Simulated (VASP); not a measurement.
# Pt (P6_3/mmc) in VASP: a series of runs, part 2 of 3

VASP 6.6.1. The steps go on from the part before.

## (3) Relaxation of cell and atoms, PBEsol

This run uses another cell than the first one, of 15.81 Å³/atom.

INCAR

```
  PREC = Accurate
  ENCUT = 600
  EDIFF = 1E-6
  ISMEAR = -1
  SIGMA = 0.05
  LREAL = False
  LASPH = True
  NELM = 80
  ALGO = Fast
  ISIF = 3
  LWAVE = False
  LCHARG = False
  GGA = PS
  IBRION = 2
  NSW = 60
  EDIFFG = -0.01
```

KPOINTS

```
Automatic mesh
0
Gamma
  11 11 6
```

POSCAR

```
Pt
1.0
    2.7606656158      0.0000000000      0.0000000000
   -1.3803328079      2.3908065546      0.0000000000
    0.0000000000      0.0000000000      4.7921340000
Pt
2
Direct
    0.3333333333      0.6666666667      0.2500000000
    0.6666666667      0.3333333333      0.7500000000
```

Potentials or basis: VASP PAW PBE potentials, release 64 (Pt).

Command:

```bash
> cat potpaw_PBE.64/Pt/POTCAR > POTCAR
> mpirun -np 1 vasp_std > vasp.out
```

OUTCAR:

```text
PREC = Accurate
   ENCUT = 600
   EDIFF = 1E-6
   ISMEAR = -1
   LREAL = False
   LASPH = True
   NELM = 80
   ISIF = 3
   GGA = PS
   IBRION = 2
   NSW = 60
   EDIFFG = -0.01

 ion  position               nearest neighbor table
   1  0.333  0.667  0.250-   2 2.88   2 2.88   2 2.88   2 2.88   2 2.88   2 2.88
   2  0.667  0.333  0.750-   1 2.88   1 2.88   1 2.88   1 2.88   1 2.88   1 2.88

  LATTYP: Found a hexagonal cell.
 ALAT       =     2.7606656158
 C/A-ratio  =     1.7358618054

  Lattice vectors:

 A1 = (   2.7606656158,   0.0000000000,   0.0000000000)
 A2 = (  -1.3803328079,   2.3908065546,   0.0000000000)
 A3 = (   0.0000000000,   0.0000000000,   4.7921340000)

Analysis of symmetry for initial positions (statically):
=====================================================================
 Subroutine PRICEL returns:
 Original cell was already a primitive cell.

 Routine SETGRP: Setting up the symmetry group for a
 hexagonal supercell.

 Subroutine GETGRP returns: Found 24 space group operations
 (whereof 12 operations were pure point group operations)
 out of a pool of 24 trial point group operations.

The static configuration has the point symmetry D_3d.
 The point group associated with its full space group is D_6h.

Analysis of symmetry for dynamics (positions and initial velocities):
=====================================================================
 Subroutine PRICEL returns:
 Original cell was already a primitive cell.

 Routine SETGRP: Setting up the symmetry group for a
 hexagonal supercell.

 Subroutine GETGRP returns: Found 24 space group operations
 (whereof 12 operations were pure point group operations)
 out of a pool of 24 trial point group operations.

The dynamic configuration has the point symmetry D_3d.
 The point group associated with its full space group is D_6h.

 Subroutine INISYM returns: Found 24 space group operations
 (whereof 12 operations are pure point group operations),
 and found     1 'primitive' translations

----------------------------------------------------------------------------------------

                                     Primitive cell

  volume of cell :      31.6291

  direct lattice vectors                    reciprocal lattice vectors
     2.760665616  0.000000000  0.000000000     0.362231483  0.209134444  0.000000000
    -1.380332808  2.390806555  0.000000000     0.000000000  0.418268888  0.000000000
     0.000000000  0.000000000  4.792134000     0.000000000  0.000000000  0.208675300

  length of vectors
     2.760665616  2.760665616  4.792134000     0.418268888  0.418268888  0.208675300

  position of ions in fractional coordinates (direct lattice)
     0.333333333  0.666666667  0.250000000
     0.666666667  0.333333333  0.750000000

  ion indices of the primitive-cell ions
   primitive index   ion index
                 1           1
                 2           2

----------------------------------------------------------------------------------------

 KPOINTS: Automatic mesh

Automatic generation of k-mesh.
 Grid dimensions read from file:
 generate k-points for:   11   11    6
[... 56 lines left out ...]
   ISTART =      0    job   : 0-new  1-cont  2-samecut
   ICHARG =      2    charge: 1-file 2-atom 10-const
   ISPIN  =      1    spin polarized calculation?
   LNONCOLLINEAR =      F non collinear calculations
   LSORBIT =      F    spin-orbit coupling
   LASPH  =      T    aspherical Exc in radial PAW
   ENCUT  =  600.0 eV  44.10 Ry    6.64 a.u.   5.51  5.51  9.57*2*pi/ulx,y,z
   NELM   =     80;   NELMIN=  2; NELMDL= -5     # of ELM steps
   EDIFF  = 0.1E-05   stopping-criterion for ELM
   LREAL  =      F    real-space projection
   EDIFFG = -.1E-01   stopping-criterion for IOM
   NSW    =     60    number of steps for IOM
   IBRION =      2    ionic relax: 0-MD 1-quasi-New 2-CG
   NFREE  =      1    steps in history (QN), initial steepest desc. (CG)
   ISIF   =      3    stress and relaxation
   ISYM   =      2    0-nonsym 1-usesym 2-fastsym
   POTIM  = 0.5000    time-step for ionic-motion
   TEBEG  =    0.0;   TEEND  =   0.0 temperature during run
   PSTRESS=    0.0 pullay stress
   NELECT =      20.0000    total number of electrons
   NUPDOWN=      -1.0000    fix difference up-down
   EMIN   =  10.00;   EMAX   =-10.00  energy-range for DOS
   EFERMI =   0.00;   METHOD = LEGACY
   ISMEAR =    -1;   SIGMA  =   0.05  broadening in eV -4-tet -1-fermi 0-gaus
   EFERMI_NEDOS =   21; number of points for ismear=-14 and -15
   IALGO  =     68    algorithm
   IMIX   =      4    mixing-type and parameters
     AMIX     =   0.40;   BMIX     =  1.00
     AMIX_MAG =   1.60;   BMIX_MAG =  1.00
  volume/ion in A,a.u.               =      15.81       106.72
  Fermi-wavevector in a.u.,A,eV,Ry     =   1.405149  2.655347 26.863944  1.974444
  Thomas-Fermi vector in A             =   2.527639
   LORBIT       =      0    0 simple, 1 ext, 2 COOP (PROOUT), +10 PAW based schemes
   GGA     = PS    functional components
   LHFCALC =     F    Hartree Fock is set to
   AEXX    =    0.0000 exact exchange contribution
   IVDW    =     0    specifies the selected vdW correction
   LEPSILON=     F    determine dielectric tensor
   LRPA    =     F    only Hartree local field effects (RPA)
 conjugate gradient relaxation of ions
 non-spin polarized calculation
 RMM-DIIS sequential band-by-band and
  energy-cutoff  :      600.00
  volume of cell :       31.63
 maximum number of plane-waves:      1081
 NGX is ok and might be reduce to    24
   NGX = 11   NGY = 11   NGZ = 19

--------------------------------------- Ionic step        1  -------------------------------------------

 number of electron      20.0000003 magnetization

 Free energy of the ion-electron system (eV)
  ---------------------------------------------------
  ext. energy  EPLUGINS =         0.00000000
  ---------------------------------------------------
  free energy    TOTEN  =       -13.75454702 eV

  energy without entropy =      -13.71809187  energy(sigma->0) =      -13.73631944

------------------------ aborting loop because EDIFF is reached ----------------------------------------

  FORCE on cell =-STRESS in cart. coord.  units (eV):
  Direction    XX          YY          ZZ          XY          YZ          ZX
  --------------------------------------------------------------------------------------
  -------------------------------------------------------------------------------------
  Total       -2.0733486     -2.0733486     -2.3056738      0.0000000     -0.0000000      0.0000000
  in kB     -105.0257324   -105.0257324   -116.7941917      0.0000000     -0.0000000      0.0000000
  external PRESSURE =    -108.9485522 kB  Pullay stress =       0.0000000 kB
[... 275 lines left out ...]
--------------------------------------- Ionic step        9  -------------------------------------------

 number of electron      20.0000000 magnetization

 Free energy of the ion-electron system (eV)
  ---------------------------------------------------
  ext. energy  EPLUGINS =         0.00000000
  ---------------------------------------------------
  free energy    TOTEN  =       -13.80525806 eV

  energy without entropy =      -13.76946271  energy(sigma->0) =      -13.78736039

 E-fermi :  11.0185     XC(G=0): -13.6081

 val. band max:       11.0069793394   @ k =   0.3636   0.0000   0.1667
 cond. band min:      11.0222719469   @ k =   0.2727   0.0909   0.1667
 fundamental gap:      0.0152926075
 Fermi energy:        11.0184978606

 k-point     1 :       0.0000    0.0000    0.0000
  band No.  band energies     occupation
      1       0.7758      2.00000
      2       3.5361      2.00000
      3       6.8746      2.00000
      4       7.3536      2.00000
      5       7.3536      2.00000
      6       7.7713      2.00000
      7       7.7713      2.00000
      8       8.9935      2.00000
      9       8.9935      2.00000
     10      10.1239      2.00000
     11      10.7775      1.98398
     12      10.7775      1.98398
     13      16.1136      0.00000
     14      25.9734      0.00000
[... 377 lines left out ...]
      1       2.8955      2.00000
      2       5.0129      2.00000
      3       6.1858      2.00000
      4       6.3501      2.00000
      5       7.0081      2.00000
      6       7.5990      2.00000
      7       8.3523      2.00000
      8       8.6220      2.00000
      9       9.2916      2.00000
     10       9.4106      2.00000
     11      10.8077      1.97091
     12      13.7853      0.00000
     13      18.3974      0.00000
     14      24.5580      0.00000

 [... further k-points ...]

------------------------ aborting loop because EDIFF is reached ----------------------------------------

  FORCE on cell =-STRESS in cart. coord.  units (eV):
  Direction    XX          YY          ZZ          XY          YZ          ZX
  --------------------------------------------------------------------------------------
  -------------------------------------------------------------------------------------
  Total        0.0007740      0.0007740      0.0018388      0.0000000      0.0000000      0.0000000
  in kB        0.0410012      0.0410012      0.0974028      0.0000000      0.0000000      0.0000000
  external PRESSURE =       0.0598018 kB  Pullay stress =       0.0000000 kB
[... 17 lines left out ...]
  FREE ENERGIE OF THE ION-ELECTRON SYSTEM (eV)
  ---------------------------------------------------
  free  energy   TOTEN  =       -13.8052580638 eV

  energy  without entropy=      -13.7694627079  energy(sigma->0) =      -13.78736039

 reached required accuracy - stopping structural energy minimisation
```

OSZICAR:

```text
N       E                     dE             d eps       ncg     rms          rms(c)
DAV:   1     0.112670430763E+03    0.11267E+03   -0.11569E+04  1792   0.154E+03
DAV:   2    -0.124543331425E+02   -0.12512E+03   -0.11953E+03  1996   0.292E+02
DAV:   3    -0.146612988557E+02   -0.22070E+01   -0.21680E+01  2116   0.393E+01
[... 74 lines left out ...]
RMM:   2    -0.138052973332E+02    0.95831E-03   -0.18254E-03  1792   0.378E-01    0.859E-02
RMM:   3    -0.138052519699E+02    0.45363E-04   -0.26432E-04  1792   0.128E-01    0.485E-02
RMM:   4    -0.138052590017E+02   -0.70318E-05   -0.31025E-05  1792   0.513E-02    0.948E-03
RMM:   5    -0.138052579690E+02    0.10327E-05   -0.61373E-06  1739   0.208E-02    0.180E-03
RMM:   6    -0.138052580638E+02   -0.94804E-07   -0.83559E-07  1012   0.646E-03
   9 F= -.13805258E+02 E0= -.13787360E+02  d E =-.267620E-04
```

Run time: 91 s. Hardware: 1 thread of Intel Xeon Platinum 8488C (Sapphire Rapids), shared host; peak memory 0.18 GiB.

What came out:

| Item | Value |
| --- | --- |
| Free energy | -13.8053 eV |
| Relaxed volume | 15.12 Å³/atom |
| Relaxed cell | a = 2.732 Å, b = 2.732 Å, c = 4.680 Å, α = 90.00°, β = 90.00°, γ = 120.00° |
| Space group after relaxing (to 0.1 Å) | P6_3/mmc (No. 194) |
| Energy gained by relaxing | 25.4 meV/atom |
| Ionic steps | 9 |
| Pressure after relaxing | 0.0 GPa |
| Band gap on the k mesh | zero (bands 10 and 11 overlap by 1.26 eV) |

The path:
```csv
step,energy change (eV),largest force (eV/Å),pressure (GPa),volume (Å³)
1,0.0000,0.0000,-10.89,31.63
2,0.3593,0.0000,44.77,26.96
3,-0.0486,0.0000,-0.54,30.33
4,-0.0487,0.0000,0.02,30.28
5,-0.0487,0.0000,0.27,30.25
6,-0.0507,0.0000,0.26,30.22
7,-0.0507,0.0000,0.29,30.22
8,-0.0506,0.0000,-0.67,30.32
9,-0.0507,0.0000,0.01,30.25
```

Final structure:
```
Pt
1.0
     2.73171    0.00000    0.00000
    -1.36585    2.36573    0.00000
     0.00000    0.00000    4.68027
Pt
2
Direct
  0.33333 0.66667 0.25000
  0.66667 0.33333 0.75000
```

Caveat: the PAW data sets were made with another functional, which shifts forces and pressure a little; spin-orbit coupling is left out, which moves the levels of the heavy elements.

## (4) Relaxation of cell and atoms, PBEsol, target pressure 2 GPa, at which the enthalpy is minimised

This run uses another cell than the first one, of 15.81 Å³/atom.

INCAR: that of step 3 with these lines changed.

```diff
@@ -7,3 +7,3 @@
   LASPH = True
-  NELM = 80
+  NELM = 60
   ALGO = Fast
@@ -16 +16,2 @@
   EDIFFG = -0.01
+  PSTRESS = 20.0
```

KPOINTS is that of step 3.

POSCAR is that of step 3.

Command:

```bash
> cat potpaw_PBE.64/Pt/POTCAR > POTCAR
> mpirun -np 1 vasp_std > vasp.out
```

Run time: 88 s. Hardware: 1 thread of Intel Xeon Platinum 8488C (Sapphire Rapids), shared host; peak memory 0.18 GiB.

The run converged. Its results:

```
Free energy                                                : -13.8040 eV
Relaxed volume                                             : 15.02 Å³/atom
Relaxed cell                                               : a = 2.726 Å, b = 2.726 Å, c = 4.666 Å, α = 90.00°, β = 90.00°, γ = 120.00°
Space group after relaxing (to 0.1 Å)                      : P6_3/mmc (No. 194)
Energy change on relaxing (the run minimises the enthalpy) : -24.7 meV/atom
Ionic steps                                                : 9
Pressure after relaxing                                    : 2.0 GPa
Band gap on the k mesh                                     : zero (bands 10 and 11 overlap by 1.28 eV)
```

Step by step:
```tsv
step	energy change (eV)	largest force (eV/Å)	pressure (GPa)	volume (Å³)
1	0.0000	0.0000	-10.89	31.63
2	0.6242	0.0000	61.21	26.15
3	-0.0482	0.0000	1.22	30.15
4	-0.0475	0.0000	1.93	30.08
5	-0.0471	0.0000	2.23	30.05
6	-0.0491	0.0000	2.23	30.01
7	-0.0491	0.0000	2.26	30.01
8	-0.0501	0.0000	1.37	30.10
9	-0.0494	0.0000	2.01	30.04
```

Final structure:
```yaml
crystal:
  lattice:
    - [2.72623, 0.00000, 0.00000]
    - [-1.36311, 2.36098, 0.00000]
    - [0.00000, 0.00000, 4.66641]
  atoms:
    - { symbol: Pt, position: [0.33333, 0.66667, 0.25000] }
    - { symbol: Pt, position: [0.66667, 0.33333, 0.75000] }
```

Levels at points of the mesh, in eV from the Fermi level:
```csv
k point,band 8,band 9,band 10,band 11,band 12,band 13
"(0.00, 0.00, 0.00)",-2.06,-2.06,-0.92,-0.25,-0.25,5.16
"(0.00, 0.00, 0.50)",-3.71,-0.88,-0.88,-0.88,-0.88,12.51
```

Caveat: the cell is relaxed towards a set pressure, so the run minimises the enthalpy, not the energy; the PAW data sets were made with another functional, which shifts forces and pressure a little; spin-orbit coupling is left out, which moves the levels of the heavy elements.

[end of part 2 of 3]
